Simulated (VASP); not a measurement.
# TiAl3 (I4mm) in VASP: a series of runs

The runs below take TiAl3 through single point, with PBEsol.

All numbers are computed with VASP 6.6.1; they aren't measurements. Logs are shortened: lines on timing, memory, paths and dates and some standing lists are left out, and cuts for length are marked.

## (1) The cell of the first run

The structure is tetragonal, space group I4mm (No. 107). The conventional cell has a = 3.816 Å, b = 3.816 Å, c = 8.554 Å, α = 90.00°, β = 90.00°, γ = 90.00°. Within 3.6 Å of Ti (site symmetry 4mm) lie 12 Al at 2.70 to 2.87 Å. Al (site symmetry 4mm) has 4 Ti at 2.70 Å and 8 Al at 2.84 to 2.89 Å within 3.6 Å. Al (site symmetry 2mm) has 8 Al at 2.70 to 2.89 Å and 4 Ti at 2.87 Å within 3.6 Å.

## (2) Single point, PBEsol (atom 2 (Al) moved +0.037 Å along Cartesian [0 0 1])

Contents of INCAR:

```
PREC = Accurate
ENCUT = 520
EDIFF = 1E-7
ISMEAR = 0
SIGMA = 0.15
LREAL = F
LASPH = T
NELM = 100
ALGO = Fast
ISIF = 2
LWAVE = F
LCHARG = T
GGA = PS
LELF = T
LVHAR = T
NBANDS = 18
```

Contents of KPOINTS:

```
regular mesh
0
Gamma
  18 18 18
```

Contents of POSCAR:

```
TiAl3
1.0
   -1.9077740733      1.9077740733      4.2769968076
    1.9077740733     -1.9077740733      4.2769968076
    1.9077740733      1.9077740733     -4.2769968076
Ti Al
1 3
Direct
    0.0000000000      0.0000000000      0.0000000000
    0.5043839172      0.5043839172      0.0000000000
    0.7500000000      0.2500000000      0.5000000000
    0.2500000000      0.7500000000      0.5000000000
```

Potentials or basis: VASP PAW PBE potentials, release 64 (Ti_sv, Al).

Command:

```sh
> cat potpaw_PBE.64/Ti_sv/POTCAR potpaw_PBE.64/Al/POTCAR > POTCAR
> mpirun -np 1 vasp_std > vasp.out
```

OUTCAR:

```text
PREC = Accurate
   ENCUT = 520
   EDIFF = 1E-7
   ISMEAR = 0
   LREAL = F
   LASPH = T
   NELM = 100
   ISIF = 2
   GGA = PS

 ion  position               nearest neighbor table
   1  0.000  0.000  0.000-   2 2.70   2 2.70   2 2.70   2 2.70   4 2.87   3 2.87   3 2.87   4 2.87
                             4 2.87   3 2.87   3 2.87   4 2.87
   2  0.504  0.504  0.000-   1 2.70   1 2.70   1 2.70   1 2.70   4 2.84   3 2.84   4 2.84   3 2.84
                             4 2.89   4 2.89   3 2.89   3 2.89
   3  0.750  0.250  0.500-   4 2.70   4 2.70   4 2.70   4 2.70   2 2.84   2 2.84   1 2.87   1 2.87
                             1 2.87   1 2.87   2 2.89   2 2.89
   4  0.250  0.750  0.500-   3 2.70   3 2.70   3 2.70   3 2.70   2 2.84   2 2.84   1 2.87   1 2.87
                             1 2.87   1 2.87   2 2.89   2 2.89

  LATTYP: Found a body centered tetragonal cell.
 ALAT       =     3.8155481466
 C/A-ratio  =     2.2418780439

  Lattice vectors:

 A1 = (  -1.9077740733,   1.9077740733,   4.2769968076)
 A2 = (   1.9077740733,  -1.9077740733,   4.2769968076)
 A3 = (   1.9077740733,   1.9077740733,  -4.2769968076)

Analysis of symmetry for initial positions (statically):
=====================================================================
 Subroutine PRICEL returns:
 Original cell was already a primitive cell.

 Routine SETGRP: Setting up the symmetry group for a
 body centered tetragonal supercell.

 Subroutine GETGRP returns: Found  8 space group operations
 (whereof  8 operations were pure point group operations)
 out of a pool of 16 trial point group operations.

The static configuration has the point symmetry C_4v.

Analysis of symmetry for dynamics (positions and initial velocities):
=====================================================================
 Subroutine PRICEL returns:
 Original cell was already a primitive cell.

 Routine SETGRP: Setting up the symmetry group for a
 body centered tetragonal supercell.

 Subroutine GETGRP returns: Found  8 space group operations
 (whereof  8 operations were pure point group operations)
 out of a pool of 16 trial point group operations.

The dynamic configuration has the point symmetry C_4v.

 Subroutine INISYM returns: Found  8 space group operations
 (whereof  8 operations are pure point group operations),
 and found     1 'primitive' translations

----------------------------------------------------------------------------------------

                                     Primitive cell

  volume of cell :      62.2663

  direct lattice vectors                    reciprocal lattice vectors
    -1.907774073  1.907774073  4.276996808     0.000000000  0.262085541  0.116904459
     1.907774073 -1.907774073  4.276996808     0.262085541  0.000000000  0.116904459
     1.907774073  1.907774073 -4.276996808     0.262085541  0.262085541  0.000000000

  length of vectors
     5.056867165  5.056867165  5.056867165     0.286976451  0.286976451  0.370644927

  position of ions in fractional coordinates (direct lattice)
     0.000000000  0.000000000  0.000000000
     0.504383917  0.504383917  0.000000000
     0.750000000  0.250000000  0.500000000
     0.250000000  0.750000000  0.500000000

  ion indices of the primitive-cell ions
   primitive index   ion index
                 1           1
                 2           2
                 3           3
                 4           4

----------------------------------------------------------------------------------------

 KPOINTS: regular mesh

Automatic generation of k-mesh.
 Grid dimensions read from file:
 generate k-points for:   18   18   18

 Generating k-lattice:

  Cartesian coordinates                     Fractional coordinates (reciprocal lattice)
     0.000000000  0.014560308  0.006494692     0.055555556  0.000000000  0.000000000
     0.014560308  0.000000000  0.006494692     0.000000000  0.055555556  0.000000000
     0.014560308  0.014560308  0.000000000     0.000000000  0.000000000  0.055555556

  Length of vectors
     0.015943136  0.015943136  0.020591385

  Shift w.r.t. Gamma in fractional coordinates (k-lattice)
     0.000000000  0.000000000  0.000000000

 Subroutine IBZKPT returns following result:
 ===========================================

 Found    480 irreducible k-points:

 Following reciprocal coordinates:
            Coordinates               Weight
  0.000000  0.000000  0.000000      1.000000
  0.055556  0.000000 -0.000000      8.000000
  0.111111  0.000000 -0.000000      8.000000
  0.166667  0.000000 -0.000000      8.000000
  0.222222  0.000000 -0.000000      8.000000
  0.277778  0.000000 -0.000000      8.000000
[... 16 lines left out ...]
 -0.277778  0.055556  0.000000     16.000000
 -0.222222  0.055556  0.000000     16.000000
 [... further k-points ...]
   k-points           NKPTS =    480   k-points in BZ     NKDIM =    480   number of bands    NBANDS=     18
   number of dos      NEDOS =    301   number of ions     NIONS =      4
   total plane-waves  NPLWV =  64000
   dimension x,y,z NGX =    40 NGY =   40 NGZ =   40
   dimension x,y,z NGXF=    80 NGYF=   80 NGZF=   80
   ions per type =               1   3
   NGX,Y,Z   is equivalent  to a cutoff of  13.15, 13.15, 13.15 a.u.
   NGXF,Y,Z  is equivalent  to a cutoff of  26.30, 26.30, 26.30 a.u.
 SYSTEM =  unknown system
   PREC   = accura    normal or accurate (medium, high low for compatibility)
   ISTART =      0    job   : 0-new  1-cont  2-samecut
   ICHARG =      2    charge: 1-file 2-atom 10-const
   ISPIN  =      1    spin polarized calculation?
   LNONCOLLINEAR =      F non collinear calculations
   LSORBIT =      F    spin-orbit coupling
   LASPH  =      T    aspherical Exc in radial PAW
   ENCUT  =  520.0 eV  38.22 Ry    6.18 a.u.   9.40  9.40  9.40*2*pi/ulx,y,z
   NELM   =    100;   NELMIN=  2; NELMDL= -5     # of ELM steps
   EDIFF  = 0.1E-06   stopping-criterion for ELM
   LREAL  =      F    real-space projection
   EDIFFG = 0.1E-05   stopping-criterion for IOM
   NSW    =      0    number of steps for IOM
   IBRION =     -1    ionic relax: 0-MD 1-quasi-New 2-CG
   NFREE  =      0    steps in history (QN), initial steepest desc. (CG)
   ISIF   =      2    stress and relaxation
   ISYM   =      2    0-nonsym 1-usesym 2-fastsym
   POTIM  = 0.5000    time-step for ionic-motion
   TEBEG  =    0.0;   TEEND  =   0.0 temperature during run
   PSTRESS=    0.0 pullay stress
   NELECT =      21.0000    total number of electrons
   NUPDOWN=      -1.0000    fix difference up-down
   EMIN   =  10.00;   EMAX   =-10.00  energy-range for DOS
   EFERMI =   0.00;   METHOD = LEGACY
   ISMEAR =     0;   SIGMA  =   0.15  broadening in eV -4-tet -1-fermi 0-gaus
   EFERMI_NEDOS =   21; number of points for ismear=-14 and -15
   IALGO  =     68    algorithm
   IMIX   =      4    mixing-type and parameters
     AMIX     =   0.40;   BMIX     =  1.00
     AMIX_MAG =   1.60;   BMIX_MAG =  1.00
  volume/ion in A,a.u.               =      15.57       105.05
  Fermi-wavevector in a.u.,A,eV,Ry     =   1.139542  2.153422 17.667926  1.298556
  Thomas-Fermi vector in A             =   2.276245
   LORBIT       =      0    0 simple, 1 ext, 2 COOP (PROOUT), +10 PAW based schemes
   GGA     = PS    functional components
   LHFCALC =     F    Hartree Fock is set to
   AEXX    =    0.0000 exact exchange contribution
   IVDW    =     0    specifies the selected vdW correction
   LEPSILON=     F    determine dielectric tensor
   LRPA    =     F    only Hartree local field effects (RPA)
 non-spin polarized calculation
 RMM-DIIS sequential band-by-band and
 Gauss-broadening in eV      SIGMA  =   0.15
  energy-cutoff  :      520.00
  volume of cell :       62.27
 maximum number of plane-waves:      1696
 NGX is ok and might be reduce to    40
   NGX = 19   NGY = 19   NGZ = 19

 number of electron      20.9999999 magnetization

 Free energy of the ion-electron system (eV)
  ---------------------------------------------------
  ext. energy  EPLUGINS =         0.00000000
  ---------------------------------------------------
  free energy    TOTEN  =       -22.23471977 eV

  energy without entropy =      -22.21555708  energy(sigma->0) =      -22.22513843

 E-fermi :   8.3332     XC(G=0): -10.8952

 val. band max:        8.3324411555   @ k =  -0.1667  -0.2222   0.0556
 cond. band min:       8.3367981019   @ k =  -0.2778  -0.3889   0.1667
 fundamental gap:      0.0043569464
 Fermi energy:         8.3332425425

 k-point     1 :       0.0000    0.0000    0.0000
  band No.  band energies     occupation
      1     -47.8590      2.00000
      2     -24.2805      2.00000
      3     -24.2805      2.00000
      4     -24.2012      2.00000
      5      -1.8088      2.00000
      6       5.4569      2.00000
[... 10 lines left out ...]
     17      12.1936      0.00000
     18      12.1937      0.00000

 k-point     2 :       0.0556    0.0000   -0.0000
  band No.  band energies     occupation
      1     -47.8589      2.00000
      2     -24.2814      2.00000
      3     -24.2804      2.00000
      4     -24.2012      2.00000
      5      -1.7699      2.00000
      6       5.2300      2.00000
[... 10 lines left out ...]
     17      12.2059      0.00000
     18      12.4359      0.00000

 k-point     3 :       0.1111    0.0000   -0.0000
  band No.  band energies     occupation
      1     -47.8588      2.00000
      2     -24.2839      2.00000
      3     -24.2803      2.00000
      4     -24.2011      2.00000
      5      -1.6538      2.00000
      6       4.9316      2.00000
[... 10 lines left out ...]
     17      12.2478      0.00000
     18      13.0078      0.00000

 k-point     4 :       0.1667    0.0000   -0.0000
  band No.  band energies     occupation
      1     -47.8586      2.00000
      2     -24.2878      2.00000
      3     -24.2800      2.00000
      4     -24.2009      2.00000
      5      -1.4614      2.00000
      6       4.6257      2.00000
[... 375 lines left out ...]
      4     -24.2000      2.00000
      5      -0.4834      2.00000
      6       3.2724      2.00000
[... 10 lines left out ...]
     17      13.1689      0.00000
     18      13.5150      0.00000

 k-point    23 :      -0.2778    0.0556    0.0000
  band No.  band energies     occupation
      1     -47.8581      2.00000
      2     -24.2977      2.00000
      3     -24.2802      2.00000
      4     -24.2002      2.00000
      5      -0.8792      2.00000
      6       3.9208      2.00000
[... 10 lines left out ...]
     17      12.7035      0.00000
     18      13.5635      0.00000

 k-point    24 :      -0.2222    0.0556    0.0000
  band No.  band energies     occupation
      1     -47.8583      2.00000
      2     -24.2926      2.00000
      3     -24.2805      2.00000
      4     -24.2005      2.00000
      5      -1.2061      2.00000
      6       4.4866      2.00000
[... 10 lines left out ...]
     17      12.6639      0.00000
     18      13.8255      0.00000

 [... further k-points ...]

------------------------ aborting loop because EDIFF is reached ----------------------------------------

  FORCE on cell =-STRESS in cart. coord.  units (eV):
  Direction    XX          YY          ZZ          XY          YZ          ZX
  --------------------------------------------------------------------------------------
  -------------------------------------------------------------------------------------
  Total        0.0647777      0.0647777      0.0182815      0.0000000      0.0000000      0.0000000
  in kB        1.6668002      1.6668002      0.4704014      0.0000000      0.0000000      0.0000000
  external PRESSURE =       1.2680006 kB  Pullay stress =       0.0000000 kB

 VOLUME and BASIS-vectors are now :
 -----------------------------------------------------------------------------
  energy-cutoff  :      520.00
  volume of cell :       62.27
      direct lattice vectors                 reciprocal lattice vectors
    -1.907774073  1.907774073  4.276996808     0.000000000  0.262085541  0.116904459
     1.907774073 -1.907774073  4.276996808     0.262085541  0.000000000  0.116904459
     1.907774073  1.907774073 -4.276996808     0.262085541  0.262085541  0.000000000

 POSITION                                       TOTAL-FORCE (eV/Angst)
 -----------------------------------------------------------------------------------
      0.00000      0.00000      0.00000        -0.000000     -0.000000     -0.008543
      0.00000      0.00000      4.31450         0.000000      0.000000     -0.158394
     -0.00000      1.90777      2.13850        -0.000000     -0.000000      0.083468
      1.90777     -0.00000      2.13850        -0.000000     -0.000000      0.083468
 -----------------------------------------------------------------------------------
    total drift:                                0.000000      0.000000      0.000067

  FREE ENERGIE OF THE ION-ELECTRON SYSTEM (eV)
  ---------------------------------------------------
  free  energy   TOTEN  =       -22.2347197737 eV

  energy  without entropy=      -22.2155570850  energy(sigma->0) =      -22.22513843
```

Wall time 22 min (1 thread of Intel Xeon 6975P-C (Granite Rapids), shared host); peak memory 0.65 GiB.

Results:

| Item | Value |
| --- | --- |
| Free energy | -22.2347 eV |
| Pressure | 0.1 GPa |
| Largest force | 0.158 eV/Å |
| Band gap on the k mesh | zero (an odd number of electrons rules out a gap without spin polarisation) |

Forces on the atoms (eV/Å):
```
Ti   0.000  0.000 -0.009
Al   0.000  0.000 -0.158
Al   0.000  0.000  0.083
Al   0.000  0.000  0.083
```

Stress tensor (GPa, compression positive):
```
0.17 0.00 0.00
0.00 0.17 0.00
0.00 0.00 0.05
```

Caveat: the cell differs from its parent crystal (atom 2 (Al) moved +0.037 Å along Cartesian [0 0 1]); the PAW data sets were made with another functional, which shifts forces and pressure a little.

## (3) Single point, PBEsol (atom 2 (Al) moved +0.013 Å along Cartesian [0 0 1])

Contents of INCAR:

```
SYSTEM = TiAl3
ALGO = Fast ; EDIFF = 1E-7
ENCUT = 520 ; GGA = PS
ISIF = 2 ; ISMEAR = 0
LASPH = .True. ; LCHARG = .False.
LREAL = .False. ; LWAVE = .False.
NBANDS = 18 ; NELM = 100
PREC = Accurate ; SIGMA = 0.15
```

Contents of KPOINTS:

```
k-points
0
Gamma
  18 18 18
  0 0 0
```

Edit POSCAR of step 2 so:

```diff
@@ -9,3 +9,3 @@
     0.0000000000      0.0000000000      0.0000000000
-    0.5043839172      0.5043839172      0.0000000000
+    0.5014613057      0.5014613057      0.0000000000
     0.7500000000      0.2500000000      0.5000000000
```

Potentials or basis: VASP PAW PBE potentials, release 64 (Ti_sv, Al).

Command:

```sh
> cat potpaw_PBE.64/Ti_sv/POTCAR potpaw_PBE.64/Al/POTCAR > POTCAR
> mpirun -np 1 vasp_std > vasp.out
```

OUTCAR:

```text
SYSTEM = TiAl3
   EDIFF = 1E-7
   ENCUT = 520
   GGA = PS
   ISIF = 2
   ISMEAR = 0
   LASPH = .True.
   LREAL = .False.
   NELM = 100
   PREC = Accurate

 ion  position               nearest neighbor table
   1  0.000  0.000  0.000-   2 2.70   2 2.70   2 2.70   2 2.70   4 2.87   3 2.87   3 2.87   4 2.87
                             4 2.87   3 2.87   3 2.87   4 2.87
   2  0.501  0.501  0.000-   1 2.70   1 2.70   1 2.70   1 2.70   4 2.86   3 2.86   4 2.86   3 2.86
                             4 2.88   4 2.88   3 2.88   3 2.88
   3  0.750  0.250  0.500-   4 2.70   4 2.70   4 2.70   4 2.70   2 2.86   2 2.86   1 2.87   1 2.87
                             1 2.87   1 2.87   2 2.88   2 2.88
   4  0.250  0.750  0.500-   3 2.70   3 2.70   3 2.70   3 2.70   2 2.86   2 2.86   1 2.87   1 2.87
                             1 2.87   1 2.87   2 2.88   2 2.88

  LATTYP: Found a body centered tetragonal cell.
 ALAT       =     3.8155481466
 C/A-ratio  =     2.2418780439

  Lattice vectors:

 A1 = (  -1.9077740733,   1.9077740733,   4.2769968076)
 A2 = (   1.9077740733,  -1.9077740733,   4.2769968076)
 A3 = (   1.9077740733,   1.9077740733,  -4.2769968076)

Analysis of symmetry for initial positions (statically):
[... 181 lines left out ...]
 val. band max:        8.3333667677   @ k =  -0.3333  -0.3333   0.0556
 cond. band min:       8.3369339742   @ k =  -0.2778  -0.3889   0.1667
 fundamental gap:      0.0035672065
 Fermi energy:         8.3334863280

 k-point     1 :       0.0000    0.0000    0.0000
  band No.  band energies     occupation
      1     -47.8585      2.00000
      2     -24.2801      2.00000
      3     -24.2801      2.00000
      4     -24.2007      2.00000
      5      -1.8076      2.00000
      6       5.4570      2.00000
[... 481 lines left out ...]
      5      -1.2048      2.00000
      6       4.4873      2.00000
[... 10 lines left out ...]
     17      12.6652      0.00000
     18      13.8269      0.00000

 [... further k-points ...]

------------------------ aborting loop because EDIFF is reached ----------------------------------------

  FORCE on cell =-STRESS in cart. coord.  units (eV):
  Direction    XX          YY          ZZ          XY          YZ          ZX
  --------------------------------------------------------------------------------------
  -------------------------------------------------------------------------------------
  Total        0.0601259      0.0601259      0.0105631      0.0000000      0.0000000      0.0000000
  in kB        1.5471032      1.5471032      0.2717986      0.0000000      0.0000000      0.0000000
  external PRESSURE =       1.1220016 kB  Pullay stress =       0.0000000 kB

 VOLUME and BASIS-vectors are now :
 -----------------------------------------------------------------------------
  energy-cutoff  :      520.00
  volume of cell :       62.27
      direct lattice vectors                 reciprocal lattice vectors
    -1.907774073  1.907774073  4.276996808     0.000000000  0.262085541  0.116904459
     1.907774073 -1.907774073  4.276996808     0.262085541  0.000000000  0.116904459
     1.907774073  1.907774073 -4.276996808     0.262085541  0.262085541  0.000000000

 POSITION                                       TOTAL-FORCE (eV/Angst)
 -----------------------------------------------------------------------------------
      0.00000      0.00000      0.00000         0.000000      0.000000     -0.002855
      0.00000      0.00000      4.28950        -0.000000     -0.000000     -0.052716
     -0.00000      1.90777      2.13850         0.000000     -0.000000      0.027785
      1.90777     -0.00000      2.13850        -0.000000      0.000000      0.027785
 -----------------------------------------------------------------------------------
    total drift:                                0.000000      0.000000      0.000021

  FREE ENERGIE OF THE ION-ELECTRON SYSTEM (eV)
  ---------------------------------------------------
  free  energy   TOTEN  =       -22.2373614869 eV

  energy  without entropy=      -22.2182139535  energy(sigma->0) =      -22.22778772
```

stdout:

```text
POSCAR found type information on POSCAR TiAl
 POSCAR found :  2 types and       4 ions
 scaLAPACK will be used
[... 65 lines left out ...]
 num prob  num prob  num prob  num prob  num prob  num prob  num prob  num prob  num prob  num prob  num prob  num prob  num prob  num prob  num prob  num prob  num prob  num prob  num prob  num prob  num prob  num prob  num prob  num prob  num prob WARNING in EDDRMM: call to ZHEGV failed, returncode =   8  4     13
 num prob RMM:  35    -0.222373606346E+02   -0.22221E-06   -0.25062E-06 17765   0.311E-03    0.198E-03
 num prob  num prob  num prob  num prob WARNING in EDDRMM: call to ZHEGV failed, returncode =   6  3      8
 num prob  num prob  num prob  num prob  num prob  num prob
```

It took 20 min on 1 thread of Intel Xeon 6975P-C (Granite Rapids), shared host; peak memory 0.65 GiB.

Results:

```yaml
Free_energy: -22.2374 eV
Pressure: 0.1 GPa
Largest_force: 0.053 eV/Å
Band_gap_on_the_k_mesh: zero (an odd number of electrons rules out a gap without spin polarisation)
```

Forces in eV/Å, atoms in the order of the input:
```
Ti   0.000  0.000 -0.003
Al   0.000  0.000 -0.053
Al   0.000  0.000  0.028
Al   0.000  0.000  0.028
```

Stress tensor (GPa, compression positive):
```
0.15 0.00 0.00
0.00 0.15 0.00
0.00 0.00 0.03
```

Caveat: the cell differs from its parent crystal (atom 2 (Al) moved +0.013 Å along Cartesian [0 0 1]); the PAW data sets were made with another functional, which shifts forces and pressure a little.
